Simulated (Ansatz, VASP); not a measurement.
## CdCl: VASP beside Ansatz

```
CELL_PARAMETERS angstrom
-3.48473 3.48473 2.62027
3.48473 -3.48473 2.62027
3.48473 3.48473 -2.62027
ATOMIC_POSITIONS crystal
Cd 0.00000 0.00000 0.00000
Cd 0.75000 0.25000 0.50000
Cl 0.25000 0.75000 0.50000
Cl 0.50000 0.50000 0.00000
```

Alike in both runs: functional PBE; k mesh 12 × 12 × 12; occupations gaussian, width 0.1 eV; no spin polarisation.

Ansatz relaxed the structure, and its values are those at the end. VASP's run is a single point on that final structure, the one shown.

|  | VASP | Ansatz |
| --- | --- | --- |
| version | VASP 6.6.1 | Ansatz 0.2.0 |
| potentials or method | VASP PAW PBE potentials, release 64 (Cd, Cl), cutoff 520 eV | scalar-relativistic, plane waves, PAW |
| valence electrons in the cell | 38 | 54 |

Ansatz gave:

```
gap on the k mesh at the Fermi level (eV) : none
pressure (GPa)                            : 0.0
```

What did VASP give for the same quantities?

gap on the k mesh at the Fermi level (eV): none; pressure (GPa): 0.1.

A gap of «none» marks a metal or a gap that the smearing closes. VASP's potentials hold 38 valence electrons a cell and Ansatz's 54, so a difference there can come from the potentials and not from the codes.
